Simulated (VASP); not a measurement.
# C11O: single point with PBE+D3(BJ)

The system is C11O, a slab with vacuum.

```
CELL_PARAMETERS angstrom
3.64732 0.00000 0.00000
-1.66588 3.93102 0.00000
0.00000 0.00000 23.18096
ATOMIC_POSITIONS crystal
C 0.50018 0.33339 0.17256
C 0.49982 0.66661 0.17256
C 0.50018 0.83339 0.22572
C 0.49982 0.16661 0.22572
C 0.50002 0.33532 0.27887
C 0.49998 0.66468 0.27887
C 0.50013 0.83665 0.33226
C 0.49987 0.16335 0.33226
C 0.49976 0.35443 0.38096
C 0.50024 0.64557 0.38096
C 0.99976 0.35443 0.56861
O 0.99976 0.35443 0.51900
```

```
Program                : VASP 6.6.1
Task                   : single point
Functional             : PBE
Dispersion             : D3(BJ)
Potentials or basis    : VASP PAW PBE potentials, release 64 (C, O)
Cutoff                 : 520 eV
k mesh                 : 8 × 7 × 1
Occupations            : gaussian, width 0.05 eV
Spin                   : no spin polarisation
Dipole correction      : yes
Further INCAR settings : ALGO = Normal; EDIFF = 1e-06; NBANDS = 37
```

| Item | Value |
| --- | --- |
| Largest force | 6.777 eV/Å |
| Band gap on the k mesh | zero (bands 25 and 26 overlap by 0.74 eV) |
| Dispersion energy per atom | -0.106 eV |

Forces in eV/Å, atoms in the order of the input:
```
C   -2.626  6.144  1.136
C    2.626 -6.143  1.136
C   -0.160  0.382 -1.176
C    0.160 -0.382 -1.176
C    0.006 -0.005  0.000
C   -0.007  0.007  0.000
C   -0.006  0.011  0.010
C    0.010 -0.015  0.016
C    0.029 -0.068  0.026
C   -0.024  0.076  0.041
C    0.001  0.001 -0.726
O   -0.008 -0.007  0.712
```

Levels at points of the mesh, in eV from the Fermi level:
```csv
k point,band 22,band 23,band 24,band 25,band 26,band 27,band 28,band 29
"(0.00, 0.00, 0.00)",-1.46,-1.38,-1.33,0.63,0.69,1.27,1.75,2.25
"(0.50, 0.00, 0.00)",-1.75,-1.07,-0.75,0.09,1.13,1.30,1.94,2.10
```

Run time: 7.1 min on 1 thread of Intel(R) Xeon(R) Platinum 8488C (Sapphire Rapids), on a shared host, peak memory 0.54 GiB.
